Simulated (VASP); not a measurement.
# SiNi2 (Pnma) in VASP: single point with PBE

Aim: the single point of SiNi2 with PBE.

All numbers are computed with VASP 6.6.1; they aren't measurements. Logs are shortened: lines on timing, memory, paths and dates and some standing lists are left out, and cuts for length are marked.

### Step 1. The cell of the first run

It takes space group Pnma (No. 62, orthorhombic). Conventional cell: a = 6.590 Å, b = 2.696 Å, c = 7.526 Å, α = 90.00°, β = 90.00°, γ = 90.00°. Si (site symmetry m) has 9 Ni at 2.26 to 2.52 Å and 2 Si at 2.70 Å within 3.0 Å. Ni (site symmetry m) has 5 Si at 2.44 to 2.52 Å and 8 Ni at 2.59 to 2.70 Å within 3.2 Å. Ni (site symmetry m) has 4 Si at 2.26 to 2.38 Å and 8 Ni at 2.51 to 2.70 Å within 3.0 Å.

### Step 2. Single point, PBE

Input file INCAR:

```
SYSTEM = SiNi2
PREC = Accurate ; ENCUT = 520
EDIFF = 1E-6 ; ISMEAR = 0
SIGMA = 0.1 ; LREAL = .False.
LASPH = .True. ; NELM = 60
ALGO = Fast ; ISIF = 2
LWAVE = .False. ; LCHARG = .False.
GGA = PE ; NBANDS = 60
```

Input file KPOINTS:

```
Automatic mesh
0
Gamma
  8 16 6
  0 0 0
```

Input file POSCAR:

```
SiNi2
1.0
    6.5902006025      0.0000000000      0.0000000000
    0.0000000000      2.6958668812      0.0000000000
    0.0000000000      0.0000000000      7.5264472457
Si Ni
4 8
Direct
    0.2451707088      0.7500000000      0.6269078054
    0.7548292912      0.2500000000      0.3730921946
    0.2548292912      0.2500000000      0.1269078054
    0.7451707088      0.7500000000      0.8730921946
    0.9462458399      0.7500000000      0.1459252727
    0.0537541601      0.2500000000      0.8540747273
    0.5537541601      0.2500000000      0.6459252727
    0.4462458399      0.7500000000      0.3540747273
    0.8855958307      0.7500000000      0.5986456667
    0.1144041693      0.2500000000      0.4013543333
    0.6144041693      0.2500000000      0.0986456667
    0.3855958307      0.7500000000      0.9013543333
```

Potentials or basis: VASP PAW PBE potentials, release 64 (Si, Ni).

The run is started by

```sh
$ cat potpaw_PBE.64/Si/POTCAR potpaw_PBE.64/Ni/POTCAR > POTCAR
$ mpirun -np 1 vasp_std > vasp.out
```

OUTCAR:

```text
SYSTEM = SiNi2
   PREC = Accurate
   ENCUT = 520
   EDIFF = 1E-6
   ISMEAR = 0
   LREAL = .False.
   LASPH = .True.
   NELM = 60
   ISIF = 2
   GGA = PE

 ion  position               nearest neighbor table
   1  0.245  0.750  0.627-  12 2.26  10 2.33  10 2.33   9 2.38   8 2.44   7 2.44   7 2.44   6 2.52
                             6 2.52
   2  0.755  0.250  0.373-  11 2.26   9 2.33   9 2.33  10 2.38   7 2.44   8 2.44   8 2.44   5 2.52
                             5 2.52
   3  0.255  0.250  0.127-  10 2.26  12 2.33  12 2.33  11 2.38   6 2.44   5 2.44   5 2.44   8 2.52
                             8 2.52
   4  0.745  0.750  0.873-   9 2.26  11 2.33  11 2.33  12 2.38   5 2.44   6 2.44   6 2.44   7 2.52
                             7 2.52
   5  0.946  0.750  0.146-   4 2.44   3 2.44   3 2.44   2 2.52   2 2.52  11 2.59  11 2.59  10 2.60
                            10 2.60   6 2.67   6 2.67
   6  0.054  0.250  0.854-   3 2.44   4 2.44   4 2.44   1 2.52   1 2.52  12 2.59  12 2.59   9 2.60
                             9 2.60   5 2.67   5 2.67
   7  0.554  0.250  0.646-   2 2.44   1 2.44   1 2.44   4 2.52   4 2.52   9 2.59   9 2.59  12 2.60
                            12 2.60   8 2.67   8 2.67
   8  0.446  0.750  0.354-   1 2.44   2 2.44   2 2.44   3 2.52   3 2.52  10 2.59  10 2.59  11 2.60
                            11 2.60   7 2.67   7 2.67
   9  0.886  0.750  0.599-   4 2.26   2 2.33   2 2.33   1 2.38  10 2.51  10 2.51   7 2.59   7 2.59
                             6 2.60   6 2.60
  10  0.114  0.250  0.401-   3 2.26   1 2.33   1 2.33   2 2.38   9 2.51   9 2.51   8 2.59   8 2.59
                             5 2.60   5 2.60
  11  0.614  0.250  0.099-   2 2.26   4 2.33   4 2.33   3 2.38  12 2.51  12 2.51   5 2.59   5 2.59
                             8 2.60   8 2.60
  12  0.386  0.750  0.901-   1 2.26   3 2.33   3 2.33   4 2.38  11 2.51  11 2.51   6 2.59   6 2.59
                             7 2.60   7 2.60

  LATTYP: Found a simple orthorhombic cell.
 ALAT       =     2.6958668812
 B/A-ratio  =     2.4445571287
 C/A-ratio  =     2.7918467704

  Lattice vectors:

 A1 = (   0.0000000000,  -2.6958668812,   0.0000000000)
 A2 = (   6.5902006025,   0.0000000000,   0.0000000000)
 A3 = (   0.0000000000,   0.0000000000,   7.5264472457)

Analysis of symmetry for initial positions (statically):
=====================================================================
 Subroutine PRICEL returns:
 Original cell was already a primitive cell.

 Routine SETGRP: Setting up the symmetry group for a
 simple orthorhombic supercell.

 Subroutine GETGRP returns: Found  8 space group operations
 (whereof  2 operations were pure point group operations)
 out of a pool of  8 trial point group operations.

The static configuration has the point symmetry S_2 .
 The point group associated with its full space group is D_2h.

Analysis of symmetry for dynamics (positions and initial velocities):
=====================================================================
 Subroutine PRICEL returns:
 Original cell was already a primitive cell.

 Routine SETGRP: Setting up the symmetry group for a
 simple orthorhombic supercell.

 Subroutine GETGRP returns: Found  8 space group operations
 (whereof  2 operations were pure point group operations)
 out of a pool of  8 trial point group operations.

The dynamic configuration has the point symmetry S_2 .
 The point group associated with its full space group is D_2h.

 Subroutine INISYM returns: Found  8 space group operations
 (whereof  2 operations are pure point group operations),
 and found     1 'primitive' translations

----------------------------------------------------------------------------------------

                                     Primitive cell

  volume of cell :     133.7171

  direct lattice vectors                    reciprocal lattice vectors
     6.590200603  0.000000000  0.000000000     0.151740449  0.000000000  0.000000000
     0.000000000  2.695866881  0.000000000     0.000000000  0.370938197  0.000000000
     0.000000000  0.000000000  7.526447246     0.000000000  0.000000000  0.132864812

  length of vectors
     6.590200603  2.695866881  7.526447246     0.151740449  0.370938197  0.132864812

  position of ions in fractional coordinates (direct lattice)
     0.245170709  0.750000000  0.626907805
     0.754829291  0.250000000  0.373092195
     0.254829291  0.250000000  0.126907805
     0.745170709  0.750000000  0.873092195
     0.946245840  0.750000000  0.145925273
     0.053754160  0.250000000  0.854074727
     0.553754160  0.250000000  0.645925273
     0.446245840  0.750000000  0.354074727
     0.885595831  0.750000000  0.598645667
     0.114404169  0.250000000  0.401354333
     0.614404169  0.250000000  0.098645667
     0.385595831  0.750000000  0.901354333

  ion indices of the primitive-cell ions
   primitive index   ion index
                 1           1
                 2           2
                 3           3
                 4           4
                 5           5
                 6           6
                 7           7
                 8           8
                 9           9
                10          10
                11          11
                12          12

----------------------------------------------------------------------------------------

 KPOINTS: Automatic mesh

Automatic generation of k-mesh.
 Grid dimensions read from file:
 generate k-points for:    8   16    6

 Generating k-lattice:

  Cartesian coordinates                     Fractional coordinates (reciprocal lattice)
     0.018967556  0.000000000  0.000000000     0.125000000  0.000000000  0.000000000
     0.000000000  0.023183637  0.000000000     0.000000000  0.062500000  0.000000000
     0.000000000  0.000000000  0.022144135     0.000000000  0.000000000  0.166666667

  Length of vectors
     0.018967556  0.023183637  0.022144135

  Shift w.r.t. Gamma in fractional coordinates (k-lattice)
     0.000000000  0.000000000  0.000000000

 Subroutine IBZKPT returns following result:
 ===========================================

 Found    180 irreducible k-points:

 Following reciprocal coordinates:
            Coordinates               Weight
  0.000000  0.000000  0.000000      1.000000
  0.125000  0.000000  0.000000      2.000000
  0.250000  0.000000  0.000000      2.000000
  0.375000  0.000000  0.000000      2.000000
  0.500000  0.000000  0.000000      1.000000
  0.000000  0.062500  0.000000      2.000000
[... 16 lines left out ...]
  0.250000  0.250000  0.000000      4.000000
  0.375000  0.250000  0.000000      4.000000
 [... further k-points ...]
   k-points           NKPTS =    180   k-points in BZ     NKDIM =    180   number of bands    NBANDS=     60
   number of dos      NEDOS =    301   number of ions     NIONS =     12
   total plane-waves  NPLWV =  56000
   dimension x,y,z NGX =    50 NGY =   20 NGZ =   56
   dimension x,y,z NGXF=   100 NGYF=   40 NGZF=  112
   ions per type =               4   8
   NGX,Y,Z   is equivalent  to a cutoff of  12.61, 12.33, 12.37 a.u.
   NGXF,Y,Z  is equivalent  to a cutoff of  25.23, 24.67, 24.74 a.u.
 SYSTEM =  SiNi2
   PREC   = accura    normal or accurate (medium, high low for compatibility)
   ISTART =      0    job   : 0-new  1-cont  2-samecut
   ICHARG =      2    charge: 1-file 2-atom 10-const
   ISPIN  =      1    spin polarized calculation?
   LNONCOLLINEAR =      F non collinear calculations
   LSORBIT =      F    spin-orbit coupling
   LASPH  =      T    aspherical Exc in radial PAW
   ENCUT  =  520.0 eV  38.22 Ry    6.18 a.u.  12.25  5.01 13.99*2*pi/ulx,y,z
   NELM   =     60;   NELMIN=  2; NELMDL= -5     # of ELM steps
   EDIFF  = 0.1E-05   stopping-criterion for ELM
   LREAL  =      F    real-space projection
[... 7 lines left out ...]
   TEBEG  =    0.0;   TEEND  =   0.0 temperature during run
   PSTRESS=    0.0 pullay stress
   NELECT =      96.0000    total number of electrons
   NUPDOWN=      -1.0000    fix difference up-down
   EMIN   =  10.00;   EMAX   =-10.00  energy-range for DOS
   EFERMI =   0.00;   METHOD = LEGACY
   ISMEAR =     0;   SIGMA  =   0.10  broadening in eV -4-tet -1-fermi 0-gaus
   EFERMI_NEDOS =   21; number of points for ismear=-14 and -15
   IALGO  =     68    algorithm
   IMIX   =      4    mixing-type and parameters
     AMIX     =   0.40;   BMIX     =  1.00
     AMIX_MAG =   1.60;   BMIX_MAG =  1.00
  volume/ion in A,a.u.               =      11.14        75.20
  Fermi-wavevector in a.u.,A,eV,Ry     =   1.465895  2.770140 29.236856  2.148848
  Thomas-Fermi vector in A             =   2.581697
   LORBIT       =      0    0 simple, 1 ext, 2 COOP (PROOUT), +10 PAW based schemes
   GGA     = PE    functional components
   LHFCALC =     F    Hartree Fock is set to
   AEXX    =    0.0000 exact exchange contribution
   IVDW    =     0    specifies the selected vdW correction
   LEPSILON=     F    determine dielectric tensor
   LRPA    =     F    only Hartree local field effects (RPA)
 non-spin polarized calculation
 RMM-DIIS sequential band-by-band and
 Gauss-broadening in eV      SIGMA  =   0.10
  energy-cutoff  :      520.00
  volume of cell :      133.72
 maximum number of plane-waves:      3642
 NGX is ok and might be reduce to    50
   NGX = 25   NGY = 11   NGZ = 27

 number of electron      96.0000043 magnetization

 Free energy of the ion-electron system (eV)
  ---------------------------------------------------
  ext. energy  EPLUGINS =         0.00000000
  ---------------------------------------------------
  free energy    TOTEN  =       -71.88803188 eV

  energy without entropy =      -71.86087002  energy(sigma->0) =      -71.87445095

 E-fermi :  10.6001     XC(G=0): -12.8180

 val. band max:       10.5955176173   @ k =   0.1250   0.1875   0.3333
 cond. band min:      10.6014728351   @ k =   0.2500   0.2500   0.5000
 fundamental gap:      0.0059552178
 Fermi energy:        10.6000696229

 k-point     1 :       0.0000    0.0000    0.0000
  band No.  band energies     occupation
      1      -1.7606      2.00000
      2       0.2110      2.00000
      3       0.2403      2.00000
      4       0.3054      2.00000
      5       3.0100      2.00000
      6       3.7914      2.00000
[... 52 lines left out ...]
     59      16.9602      0.00000
     60      17.1952      0.00000

 k-point     2 :       0.1250    0.0000    0.0000
  band No.  band energies     occupation
      1      -1.7112      2.00000
      2       0.1413      2.00000
      3       0.2292      2.00000
      4       0.2681      2.00000
      5       3.1955      2.00000
      6       3.6441      2.00000
[... 52 lines left out ...]
     59      16.7727      0.00000
     60      18.3051      0.00000

 k-point     3 :       0.2500    0.0000    0.0000
  band No.  band energies     occupation
      1      -1.5646      2.00000
      2      -0.2106      2.00000
      3       0.2759      2.00000
      4       0.3053      2.00000
      5       3.3423      2.00000
      6       3.3590      2.00000
[... 1312 lines left out ...]
     59      15.6228      0.00000
     60      15.7653      0.00000

 k-point    24 :       0.3750    0.2500    0.0000
  band No.  band energies     occupation
      1      -0.1042      2.00000
      2       0.5406      2.00000
      3       1.3756      2.00000
      4       1.3876      2.00000
      5       4.2180      2.00000
      6       4.2295      2.00000
[... 52 lines left out ...]
     59      15.0307      0.00000
     60      15.3304      0.00000

 [... further k-points ...]

------------------------ aborting loop because EDIFF is reached ----------------------------------------

  FORCE on cell =-STRESS in cart. coord.  units (eV):
  Direction    XX          YY          ZZ          XY          YZ          ZX
  --------------------------------------------------------------------------------------
  -------------------------------------------------------------------------------------
  Total       -3.3007812     -0.1118274      0.0908952      0.0000000      0.0000000      0.0000000
  in kB      -39.5494286     -1.3398980      1.0890912      0.0000000      0.0000000      0.0000000
  external PRESSURE =     -13.2667451 kB  Pullay stress =       0.0000000 kB

 VOLUME and BASIS-vectors are now :
 -----------------------------------------------------------------------------
  energy-cutoff  :      520.00
  volume of cell :      133.72
      direct lattice vectors                 reciprocal lattice vectors
     6.590200603  0.000000000  0.000000000     0.151740449  0.000000000  0.000000000
     0.000000000  2.695866881  0.000000000     0.000000000  0.370938197  0.000000000
     0.000000000  0.000000000  7.526447246     0.000000000  0.000000000  0.132864812

 POSITION                                       TOTAL-FORCE (eV/Angst)
 -----------------------------------------------------------------------------------
      1.61572      2.02190      4.71839        -0.006179      0.000000      0.003339
      4.97448      0.67397      2.80806         0.006179     -0.000000     -0.003339
      1.67938      0.67397      0.95516         0.006179      0.000000      0.003339
      4.91082      2.02190      6.57128        -0.006179      0.000000     -0.003339
      6.23595      2.02190      1.09830         0.000994     -0.000000      0.004049
      0.35425      0.67397      6.42815        -0.000994     -0.000000     -0.004049
      3.64935      0.67397      4.86152        -0.000994     -0.000000      0.004049
      2.94085      2.02190      2.66492         0.000994      0.000000     -0.004049
      5.83625      2.02190      4.50568         0.004780      0.000000     -0.002276
      0.75395      0.67397      3.02077        -0.004780     -0.000000      0.002276
      4.04905      0.67397      0.74245        -0.004780     -0.000000     -0.002276
      2.54115      2.02190      6.78400         0.004780     -0.000000      0.002276
 -----------------------------------------------------------------------------------
    total drift:                               -0.000000     -0.000000     -0.000000

  FREE ENERGIE OF THE ION-ELECTRON SYSTEM (eV)
  ---------------------------------------------------
  free  energy   TOTEN  =       -71.8880318750 eV

  energy  without entropy=      -71.8608700168  energy(sigma->0) =      -71.87445095
```

Wall time 35 min (1 thread of Oxide Virtual Turin-like, shared host); peak memory 0.93 GiB.

What came out:

```
Free energy            : -71.8880 eV
Pressure               : -1.3 GPa
Largest force          : 0.007 eV/Å
Band gap on the k mesh : zero (bands 48 and 49 overlap by 1.52 eV)
```

Forces in eV/Å, atoms in the order of the input:
```
Si  -0.006  0.000  0.003
Si   0.006  0.000 -0.003
Si   0.006  0.000  0.003
Si  -0.006  0.000 -0.003
Ni   0.001  0.000  0.004
Ni  -0.001  0.000 -0.004
Ni  -0.001  0.000  0.004
Ni   0.001  0.000 -0.004
Ni   0.005  0.000 -0.002
Ni  -0.005  0.000  0.002
Ni  -0.005  0.000 -0.002
Ni   0.005  0.000  0.002
```

Levels at points of the mesh, in eV from the Fermi level:
```csv
k point,band 46,band 47,band 48,band 49,band 50,band 51
"(0.00, 0.00, 0.00)",-0.84,-0.75,-0.69,-0.67,-0.57,3.09
"(0.50, 0.00, 0.00)",-0.75,-0.59,-0.59,-0.25,-0.25,0.62
"(0.00, 0.50, 0.00)",-0.43,-0.18,-0.18,1.06,1.06,1.34
"(0.50, 0.50, 0.00)",-0.31,-0.31,-0.31,1.34,1.34,1.34
"(0.00, 0.00, 0.50)",-0.69,-0.65,-0.65,-0.02,-0.02,0.69
"(0.50, 0.00, 0.50)",-0.72,-0.61,-0.61,-0.56,-0.56,-0.29
"(0.00, 0.50, 0.50)",-0.37,-0.21,-0.21,0.62,0.62,1.11
"(0.50, 0.50, 0.50)",-0.31,-0.31,-0.31,1.71,1.71,1.71
```

Spin polarisation is off, so any magnetic state and its effect on volume and gap are missing.
